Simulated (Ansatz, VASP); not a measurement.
# One calculation of C, two programs

```
CELL_PARAMETERS angstrom
2.11730 -1.22249 -0.01771
2.11730 1.22238 -0.00549
-1.39167 0.01669 3.33730
ATOMIC_POSITIONS crystal
C 0.83338 0.83338 0.00015
C 0.16662 0.16662 0.99985
```

Change from the starting cell: strain +0.0100 x Voigt [0, 0, 0, 1, 0, 0], atoms carried along.

Alike in both runs: task single point; functional LDA; k mesh 14 × 14 × 8; occupations gaussian, width 0.05 eV; no spin polarisation.

|  | VASP | Ansatz |
| --- | --- | --- |
| version | VASP 6.6.1 | Ansatz 0.2.0 |
| potentials or method | VASP PAW LDA potentials, release 64 (C), cutoff 520 eV | scalar-relativistic, plane waves, PAW |
| valence electrons in the cell | 8 | 8 |

|  | VASP | Ansatz | Ansatz less VASP |
| --- | --- | --- | --- |
| gap on the k mesh at the Fermi level (eV) | 0.62 | 0.62 | +0.003 |
| least direct gap on the mesh (eV) | 0.64 | 0.65 | +0.003 |
| pressure (GPa) | 0.8 | 0.0 | -0.81 |
| traceless stress, the component that is largest in VASP (GPa) | -0.93 | 0.00 | +0.934 |

LDA's correlation is that of Perdew and Zunger in VASP and of Perdew and Wang (1992) in Ansatz.
